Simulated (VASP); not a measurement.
## Pb: single point with r2SCAN

Crystal: Pb.

```xyz
2
Lattice="3.3060 0.0000 0.0000 -1.6530 2.8631 0.0000 0.0000 0.0000 5.8695" Properties=species:S:1:pos:R:3 pbc="T T T"
Pb    0.0000    1.9087    1.4674
Pb    1.6530    0.9544    4.4021
```

This cell differs from its parent crystal: strain -0.050 along x and y, +0.050 along z.

* Program: VASP 6.6.1
* Task: single point
* Functional: r2SCAN
* Potentials or basis: VASP PAW PBE potentials, release 64 (Pb_d)
* Cutoff: 520 eV
* k mesh: 18 × 18 × 10
* Occupations: gaussian, width 0.15 eV
* Spin: no spin polarisation
* Dipole correction: no
* Further INCAR settings: ALGO = Normal; EDIFF = 1e-06; NBANDS = 21

* Pressure: 6.7 GPa
* Band gap on the k mesh: zero (bands 14 and 15 overlap by 8.91 eV)

Stress tensor (GPa, compression positive):
```
8.35 0.00 0.00
0.00 8.35 0.00
0.00 0.00 3.31
```

Levels at points of the mesh, in eV from the Fermi level:
```csv
k point,band 10,band 11,band 12,band 13,band 14,band 15,band 16,band 17,band 18,band 19
"(0.00, 0.00, 0.00)",-17.50,-13.00,-9.43,-5.05,6.67,7.42,7.42,9.21,9.21,10.48
"(0.50, 0.00, 0.00)",-17.41,-8.50,-7.32,-3.60,-2.40,-0.60,1.87,2.95,6.29,7.57
"(0.00, 0.00, 0.50)",-17.57,-11.80,-11.80,-0.13,-0.13,8.25,8.25,8.25,8.25,10.67
"(0.50, 0.00, 0.50)",-17.41,-7.70,-7.70,-4.32,-4.32,3.36,3.36,4.28,4.28,7.69
```

It took 5.9 min on 1 thread of Intel(R) Xeon(R) 6975P-C (Granite Rapids), with other jobs on the host, peak memory 0.34 GiB.

Caveat: the cell differs from its parent crystal (strain -0.050 along x and y, +0.050 along z); the stress differs along the axes, from 3 to 8 GPa; the PAW data sets were made with another functional, which shifts forces and pressure a little; spin-orbit coupling is left out, which moves the levels of the heavy elements.
